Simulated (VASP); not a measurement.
# SrTiO3 (Imma) in VASP: a series of runs

The runs below take SrTiO3 through single point, with PBEsol.

Program: VASP 6.6.1. These are calculated values, not measurements. Logs are shortened: lines on timing, memory, paths and dates and some standing lists are left out, and cuts for length are marked.

## (1) The cell of the first run

It takes space group Imma (No. 74, orthorhombic). Conventional cell: a = 5.503 Å, b = 7.782 Å, c = 5.503 Å, α = 90.00°, β = 90.00°, γ = 90.00°. Within 3.4 Å of Sr (site symmetry mm2) lie 12 O at 2.49 to 3.01 Å and 8 Ti at 3.37 Å. Within 2.6 Å of Ti (site symmetry 2/m) lie 6 O at 1.95 to 1.96 Å. Within 2.9 Å of O (site symmetry 2) lie 2 Ti at 1.95 Å and 4 Sr at 2.62 to 2.88 Å and 8 O at 2.75 to 2.78 Å. Within 2.6 Å of O (site symmetry mm2) lie 2 Ti at 1.96 Å and 1 Sr at 2.49 Å.

## (2) Single point, PBEsol (atoms displaced along a vibrational mode)

File INCAR:

```
SYSTEM = SrTiO3
PREC = Accurate
ENCUT = 520
EDIFF = 1E-6
ISMEAR = 0
SIGMA = 0.05
LREAL = .False.
LASPH = .True.
NELM = 60
ALGO = Normal
ISIF = 2
LWAVE = .False.
LCHARG = .True.
GGA = PS
LELF = .True.
LVHAR = .True.
NBANDS = 51
```

File KPOINTS:

```
Automatic mesh
0
Gamma
  6 6 6
  0 0 0
```

File POSCAR:

```
SrTiO3
1.0
   -3.8911201354      0.0000000000     -3.8911201354
    0.0000000000     -3.8911201354     -3.8911201354
   -3.8911201354     -3.8911201354      0.0000000000
Sr Ti O
2 2 6
Direct
    0.0000000000      0.0000000000      0.0000000000
    0.5000000000      0.5000000000      0.5000000000
    0.2500000000      0.2500000000      0.2500000000
    0.7500000000      0.7500000000      0.7500000000
    0.5236240153      0.0236240153      0.4763759847
   -0.0236240153      0.4763759847      0.0236240153
    0.4763759847     -0.0236240153      0.0236240153
    0.0236240153      0.5236240153      0.4763759847
    0.5000000000      0.5000000000     -0.0472480306
    1.0000000000      1.0000000000      0.5472480306
```

Potentials or basis: VASP PAW PBE potentials, release 64 (Sr_sv, Ti_sv, O).

Run with:

```sh
$ cat potpaw_PBE.64/Sr_sv/POTCAR potpaw_PBE.64/Ti_sv/POTCAR potpaw_PBE.64/O/POTCAR > POTCAR
$ mpirun -np 1 vasp_std > vasp.out
```

OUTCAR:

```text
SYSTEM = SrTiO3
   PREC = Accurate
   ENCUT = 520
   EDIFF = 1E-6
   ISMEAR = 0
   LREAL = .False.
   LASPH = .True.
   NELM = 60
   ISIF = 2
   GGA = PS

 ion  position               nearest neighbor table
   1  0.000  0.000  0.000-  10 2.49   6 2.62   7 2.62   8 2.62   5 2.62   9 2.76   9 2.76   6 2.88
                             8 2.88   7 2.88   5 2.88  10 3.01   4 3.37   3 3.37   3 3.37   4 3.37
   2  0.500  0.500  0.500-   9 2.49   6 2.62   7 2.62   8 2.62   5 2.62  10 2.76  10 2.76   7 2.88
                             5 2.88   6 2.88   8 2.88   9 3.01   4 3.37   3 3.37   3 3.37   4 3.37
   3  0.250  0.250  0.250-   5 1.95   6 1.95   7 1.95   8 1.95   9 1.96  10 1.96   1 3.37   1 3.37
                             1 3.37   2 3.37   1 3.37   2 3.37   2 3.37   2 3.37
   4  0.750  0.750  0.750-   5 1.95   6 1.95   7 1.95   8 1.95   9 1.96  10 1.96   2 3.37   2 3.37
                             1 3.37   2 3.37   2 3.37   1 3.37   1 3.37   1 3.37
   5  0.524  0.024  0.476-   3 1.95   4 1.95   1 2.62   2 2.62   2 2.88   1 2.88
   6  0.976  0.476  0.024-   3 1.95   4 1.95   1 2.62   2 2.62   2 2.88   1 2.88
   7  0.476  0.976  0.024-   3 1.95   4 1.95   1 2.62   2 2.62   1 2.88   2 2.88
   8  0.024  0.524  0.476-   3 1.95   4 1.95   1 2.62   2 2.62   1 2.88   2 2.88
   9  0.500  0.500  0.953-   3 1.96   4 1.96   2 2.49   1 2.76   1 2.76   2 3.01
  10  0.000  0.000  0.547-   3 1.96   4 1.96   1 2.49   2 2.76   2 2.76   1 3.01

  LATTYP: Found a face centered cubic cell.
 ALAT       =     7.7822402708

  Lattice vectors:

 A1 = (  -3.8911201354,   0.0000000000,  -3.8911201354)
 A2 = (   0.0000000000,  -3.8911201354,  -3.8911201354)
 A3 = (  -3.8911201354,  -3.8911201354,   0.0000000000)

Analysis of symmetry for initial positions (statically):
=====================================================================
 Subroutine PRICEL returns:
 Original cell was already a primitive cell.

 Routine SETGRP: Setting up the symmetry group for a
 face centered cubic supercell.

 Subroutine GETGRP returns: Found  8 space group operations
 (whereof  4 operations were pure point group operations)
 out of a pool of 48 trial point group operations.

The static configuration has the point symmetry C_2v.
 The point group associated with its full space group is D_2h.

Analysis of symmetry for dynamics (positions and initial velocities):
=====================================================================
 Subroutine PRICEL returns:
 Original cell was already a primitive cell.

 Routine SETGRP: Setting up the symmetry group for a
 face centered cubic supercell.

 Subroutine GETGRP returns: Found  8 space group operations
 (whereof  4 operations were pure point group operations)
 out of a pool of 48 trial point group operations.

The dynamic configuration has the point symmetry C_2v.
 The point group associated with its full space group is D_2h.

 Subroutine INISYM returns: Found  8 space group operations
 (whereof  4 operations are pure point group operations),
 and found     1 'primitive' translations

----------------------------------------------------------------------------------------

                                     Primitive cell

  volume of cell :     117.8295

  direct lattice vectors                    reciprocal lattice vectors
    -3.891120135  0.000000000 -3.891120135    -0.128497703  0.128497703 -0.128497703
     0.000000000 -3.891120135 -3.891120135     0.128497703 -0.128497703 -0.128497703
    -3.891120135 -3.891120135  0.000000000    -0.128497703 -0.128497703  0.128497703

  length of vectors
     5.502874868  5.502874868  5.502874868     0.222564550  0.222564550  0.222564550

  position of ions in fractional coordinates (direct lattice)
     0.000000000  0.000000000  0.000000000
     0.500000000  0.500000000  0.500000000
     0.250000000  0.250000000  0.250000000
     0.750000000  0.750000000  0.750000000
     0.523624015  0.023624015  0.476375985
     0.976375985  0.476375985  0.023624015
     0.476375985  0.976375985  0.023624015
     0.023624015  0.523624015  0.476375985
     0.500000000  0.500000000  0.952751969
     0.000000000  0.000000000  0.547248031

  ion indices of the primitive-cell ions
   primitive index   ion index
                 1           1
                 2           2
                 3           3
                 4           4
                 5           5
                 6           6
                 7           7
                 8           8
                 9           9
                10          10

----------------------------------------------------------------------------------------

 KPOINTS: Automatic mesh

Automatic generation of k-mesh.
 Grid dimensions read from file:
 generate k-points for:    6    6    6

 Generating k-lattice:

  Cartesian coordinates                     Fractional coordinates (reciprocal lattice)
    -0.021416284  0.021416284 -0.021416284     0.166666667  0.000000000  0.000000000
[... 67 lines left out ...]
  Thomas-Fermi vector in A             =   2.557785
   LORBIT       =      0    0 simple, 1 ext, 2 COOP (PROOUT), +10 PAW based schemes
   GGA     = PS    functional components
   LHFCALC =     F    Hartree Fock is set to
   AEXX    =    0.0000 exact exchange contribution
   IVDW    =     0    specifies the selected vdW correction
   LEPSILON=     F    determine dielectric tensor
   LRPA    =     F    only Hartree local field effects (RPA)
 non-spin polarized calculation
 Gauss-broadening in eV      SIGMA  =   0.05
  energy-cutoff  :      520.00
  volume of cell :      117.83
 maximum number of plane-waves:      3218
 NGX is ok and might be reduce to    42
   NGX = 21   NGY = 21   NGZ = 21

 number of electron      80.0000000 magnetization

 Free energy of the ion-electron system (eV)
  ---------------------------------------------------
  ext. energy  EPLUGINS =         0.00000000
  ---------------------------------------------------
  free energy    TOTEN  =       -84.02206940 eV

  energy without entropy =      -84.02206940  energy(sigma->0) =      -84.02206940

 E-fermi :   4.1504     XC(G=0): -11.5978

 val. band max:        3.9278746328   @ k =   0.1667   0.1667   0.0000
 cond. band min:       5.9014931447   @ k =   0.0000   0.0000   0.0000
 fundamental gap:      1.9736185120
 Fermi energy:         4.1503553303

 k-point     1 :       0.0000    0.0000    0.0000
  band No.  band energies     occupation
      1     -52.1753      2.00000
      2     -52.1704      2.00000
      3     -28.6039      2.00000
      4     -28.6025      2.00000
      5     -28.5924      2.00000
      6     -28.5361      2.00000
[... 43 lines left out ...]
     50       9.9374      0.00000
     51      10.3268      0.00000

 k-point     2 :       0.1667    0.0000    0.0000
  band No.  band energies     occupation
      1     -52.1750      2.00000
      2     -52.1707      2.00000
      3     -28.6000      2.00000
      4     -28.5981      2.00000
      5     -28.5885      2.00000
      6     -28.5513      2.00000
[... 43 lines left out ...]
     50      10.1821      0.00000
     51      10.8149      0.00000

 k-point     3 :       0.0000    0.0000    0.1667
  band No.  band energies     occupation
      1     -52.1750      2.00000
      2     -52.1707      2.00000
      3     -28.5994      2.00000
      4     -28.5986      2.00000
      5     -28.5884      2.00000
      6     -28.5499      2.00000
[... 43 lines left out ...]
     50      10.2462      0.00000
     51      10.8330      0.00000
[... 1027 lines left out ...]
 k-point    23 :       0.0000   -0.1667    0.1667
  band No.  band energies     occupation
      1     -52.1745      2.00000
      2     -52.1712      2.00000
      3     -28.6081      2.00000
      4     -28.5860      2.00000
      5     -28.5763      2.00000
      6     -28.5723      2.00000
[... 43 lines left out ...]
     50      10.6319      0.00000
     51      11.2327      0.00000

 k-point    24 :       0.1667    0.1667    0.3333
  band No.  band energies     occupation
      1     -52.1745      2.00000
      2     -52.1712      2.00000
      3     -28.5976      2.00000
      4     -28.5862      2.00000
      5     -28.5853      2.00000
      6     -28.5757      2.00000
[... 43 lines left out ...]
     50      10.7504      0.00000
     51      11.2749      0.00000

 [... further k-points ...]

------------------------ aborting loop because EDIFF is reached ----------------------------------------

  FORCE on cell =-STRESS in cart. coord.  units (eV):
  Direction    XX          YY          ZZ          XY          YZ          ZX
  --------------------------------------------------------------------------------------
  -------------------------------------------------------------------------------------
  Total        0.4046847      0.4046847     -0.6679868      0.5785344      0.0000000      0.0000000
  in kB        5.5026699      5.5026699     -9.0829003      7.8665787      0.0000000      0.0000000
  external PRESSURE =       0.6408132 kB  Pullay stress =       0.0000000 kB

 VOLUME and BASIS-vectors are now :
 -----------------------------------------------------------------------------
  energy-cutoff  :      520.00
  volume of cell :      117.83
      direct lattice vectors                 reciprocal lattice vectors
    -3.891120135  0.000000000 -3.891120135    -0.128497703  0.128497703 -0.128497703
     0.000000000 -3.891120135 -3.891120135     0.128497703 -0.128497703 -0.128497703
    -3.891120135 -3.891120135  0.000000000    -0.128497703 -0.128497703  0.128497703

 POSITION                                       TOTAL-FORCE (eV/Angst)
 -----------------------------------------------------------------------------------
      0.00000      0.00000      0.00000        -0.081311     -0.081311      0.000000
     -3.89112     -3.89112     -3.89112         0.081311      0.081311      0.000000
     -1.94556     -1.94556     -1.94556         0.000000      0.000000      0.000000
     -5.83668     -5.83668     -5.83668         0.000000     -0.000000      0.000000
     -3.89112     -1.94556     -2.12941         0.000000     -0.000000      0.051076
     -3.89112     -1.94556     -5.65283         0.000000      0.000000     -0.051076
     -1.94556     -3.89112     -5.65283         0.000000      0.000000     -0.051076
     -1.94556     -3.89112     -2.12941         0.000000     -0.000000      0.051076
     -5.65283     -5.65283     -3.89112        -0.135136     -0.135136      0.000000
     -2.12941     -2.12941      0.00000         0.135136      0.135136     -0.000000
 -----------------------------------------------------------------------------------
    total drift:                                0.000000      0.000000     -0.000000

  FREE ENERGIE OF THE ION-ELECTRON SYSTEM (eV)
  ---------------------------------------------------
  free  energy   TOTEN  =       -84.0220694035 eV

  energy  without entropy=      -84.0220694035  energy(sigma->0) =      -84.02206940
```

Run time: 11 min. Hardware: 1 thread of Oxide Virtual Turin-like, shared host; peak memory 0.37 GiB.

What came out:

- Free energy: -84.0221 eV
- Pressure: 0.1 GPa
- Largest force: 0.191 eV/Å
- Band gap on the k mesh: 1.97 eV (least direct gap 2.01 eV)

Forces in eV/Å, atoms in the order of the input:
```
Sr  -0.081 -0.081  0.000
Sr   0.081  0.081  0.000
Ti   0.000  0.000  0.000
Ti   0.000  0.000  0.000
O    0.000  0.000  0.051
O    0.000  0.000 -0.051
O    0.000  0.000 -0.051
O    0.000  0.000  0.051
O   -0.135 -0.135  0.000
O    0.135  0.135  0.000
```

Caveat: the cell differs from its parent crystal (atoms displaced along a vibrational mode); the PAW data sets were made with another functional, which shifts forces and pressure a little. A k mesh can miss the band edges.

## (3) Single point, PBEsol (atoms displaced along a vibrational mode)

File INCAR:

```
PREC = Accurate ; ENCUT = 520
EDIFF = 1E-6 ; ISMEAR = 0
SIGMA = 0.05 ; LREAL = F
LASPH = T ; NELM = 80
ALGO = Normal ; ISIF = 2
LWAVE = F ; LCHARG = T
GGA = PS ; LELF = T
LVHAR = T ; NBANDS = 51
```

File KPOINTS:

```
regular mesh
0
Gamma
  6 6 6
```

File POSCAR:

```
SrTiO3
1.0
   -3.8911201354      0.0000000000     -3.8911201354
    0.0000000000     -3.8911201354     -3.8911201354
   -3.8911201354     -3.8911201354      0.0000000000
Sr Ti O
2 2 6
Direct
    0.0000000000      0.0000000000      0.0000000000
    0.5000000000      0.5000000000      0.5000000000
    0.2500000000      0.2500000000      0.2500000000
    0.7500000000      0.7500000000      0.7500000000
    0.4822819885     -0.0177180115      0.5177180115
    0.0177180115      0.5177180115     -0.0177180115
    0.5177180115      0.0177180115     -0.0177180115
   -0.0177180115      0.4822819885      0.5177180115
    0.5000000000      0.5000000000      0.0354360229
    1.0000000000      1.0000000000      0.4645639771
```

Potentials or basis: VASP PAW PBE potentials, release 64 (Sr_sv, Ti_sv, O).

Run with:

```sh
$ cat potpaw_PBE.64/Sr_sv/POTCAR potpaw_PBE.64/Ti_sv/POTCAR potpaw_PBE.64/O/POTCAR > POTCAR
$ mpirun -np 1 vasp_std > vasp.out
```

It took 9.3 min on 1 thread of Oxide Virtual Turin-like, shared host; peak memory 0.37 GiB.

Results (log left out):

```
Free energy            : -84.0409 eV
Pressure               : 0.3 GPa
Largest force          : 0.050 eV/Å
Band gap on the k mesh : 1.92 eV (least direct gap 1.93 eV)
```

Forces in eV/Å, atoms in the order of the input:
```
Sr   0.034  0.034  0.000
Sr  -0.034 -0.034  0.000
Ti   0.000  0.000  0.000
Ti   0.000  0.000  0.000
O    0.000  0.000  0.000
O    0.000  0.000  0.000
O    0.000  0.000  0.000
O    0.000  0.000  0.000
O    0.035  0.035  0.000
O   -0.035 -0.035  0.000
```

Stress tensor (GPa, compression positive):
```
 0.57  0.43  0.00
 0.43  0.57  0.00
 0.00  0.00 -0.24
```

Levels at points of the mesh, in eV from the valence-band top:
```csv
k point,band 36,band 37,band 38,band 39,band 40,band 41,band 42,band 43,band 44,band 45
"(0.00, 0.00, 0.00)",-0.29,-0.27,-0.11,-0.08,-0.01,1.92,1.93,1.95,4.20,4.33
"(0.50, 0.00, 0.00)",-0.95,-0.80,-0.80,-0.61,-0.61,3.42,3.42,3.46,3.46,3.50
"(0.00, 0.00, 0.50)",-0.96,-0.75,-0.70,-0.57,-0.56,3.40,3.41,3.43,3.46,3.48
"(0.50, 0.50, 0.00)",-1.49,-1.40,-0.68,-0.66,-0.04,2.07,3.73,3.78,3.86,3.88
"(0.00, 0.50, 0.50)",-1.50,-1.44,-0.65,-0.64,-0.06,2.09,3.75,3.77,3.88,3.93
```

Caveat: the cell differs from its parent crystal (atoms displaced along a vibrational mode); the PAW data sets were made with another functional, which shifts forces and pressure a little. A k mesh can miss the band edges.

## (4) Single point, PBEsol

File INCAR:

```
SYSTEM = SrTiO3
ALGO = Normal
EDIFF = 1E-6
ENCUT = 520
GGA = PS
ISIF = 2
ISMEAR = 0
LASPH = .True.
LCHARG = .False.
LREAL = .False.
LWAVE = .False.
NBANDS = 51
NELM = 100
PREC = Accurate
SIGMA = 0.05
```

File KPOINTS:

```
k-points
0
Gamma
  6 6 6
  0 0 0
```

File POSCAR:

```
SrTiO3
1.0
   -3.8911201354      0.0000000000     -3.8911201354
    0.0000000000     -3.8911201354     -3.8911201354
   -3.8911201354     -3.8911201354      0.0000000000
Sr Ti O
2 2 6
Direct
    0.0000000000      0.0000000000      0.0000000000
    0.5000000000      0.5000000000      0.5000000000
    0.2500000000      0.2500000000      0.2500000000
    0.7500000000      0.7500000000      0.7500000000
    0.5118120076      0.0118120076      0.4881879924
   -0.0118120076      0.4881879924      0.0118120076
    0.4881879924     -0.0118120076      0.0118120076
    0.0118120076      0.5118120076      0.4881879924
    0.5000000000      0.5000000000     -0.0236240153
    1.0000000000      1.0000000000      0.5236240153
```

Run with:

```sh
$ cat potpaw_PBE.64/Sr_sv/POTCAR potpaw_PBE.64/Ti_sv/POTCAR potpaw_PBE.64/O/POTCAR > POTCAR
$ mpirun -np 1 vasp_std > vasp.out
```

Run time: 8.9 min. Hardware: 1 thread of Oxide Virtual Turin-like, shared host; peak memory 0.37 GiB.

Results (log left out):

```yaml
Free_energy: -84.0405 eV
Pressure: 0.5 GPa
Largest_force: 0.019 eV/Å
Band_gap_on_the_k_mesh: 1.87 eV
```

Forces in eV/Å, atoms in the order of the input:
```
Sr  -0.010 -0.010  0.000
Sr   0.010  0.010  0.000
Ti   0.000  0.000  0.000
Ti   0.000  0.000  0.000
O    0.000  0.000 -0.019
O    0.000  0.000  0.019
O    0.000  0.000  0.019
O    0.000  0.000 -0.019
O    0.009  0.009  0.000
O   -0.009 -0.009  0.000
```

Stress tensor (GPa, compression positive):
```
0.61 0.19 0.00
0.19 0.61 0.00
0.00 0.00 0.25
```

Levels at points of the mesh, in eV from the valence-band top:
```csv
k point,band 37,band 38,band 39,band 40,band 41,band 42,band 43,band 44
"(0.00, 0.00, 0.00)",-0.31,-0.05,-0.03,0.00,1.87,1.88,1.89,4.28
"(0.50, 0.00, 0.00)",-0.86,-0.86,-0.62,-0.62,3.40,3.40,3.44,3.44
"(0.00, 0.00, 0.50)",-0.83,-0.81,-0.60,-0.60,3.39,3.39,3.43,3.44
"(0.50, 0.50, 0.00)",-1.50,-0.71,-0.70,-0.07,2.04,3.79,3.82,3.85
"(0.00, 0.50, 0.50)",-1.52,-0.69,-0.69,-0.08,2.05,3.78,3.79,3.88
```

Caveat: the PAW data sets were made with another functional, which shifts forces and pressure a little. A k mesh can miss the band edges.

## (5) Summary

| cell | gap on the mesh (eV) | pressure (GPa) | largest force (eV/Å) |
| --- | --- | --- | --- |
| as given, atomic positions A | 1.97 | 0.1 | 0.19 |
| as given, atomic positions B | 1.92 | 0.3 | 0.05 |
| as given, atomic positions C | 1.87 | 0.5 | 0.02 |

Alike in all rows: task single point; level PBEsol; potentials or basis VASP PAW PBE potentials, release 64 (Sr_sv, Ti_sv, O); no spin polarisation; k mesh 6 × 6 × 6; cutoff (eV) 520; smearing gaussian 0.05 eV.

Caveats: the PAW data sets were made with another functional, which shifts forces and pressure a little.

Absolute energies hang on the potentials; compare differences alone.
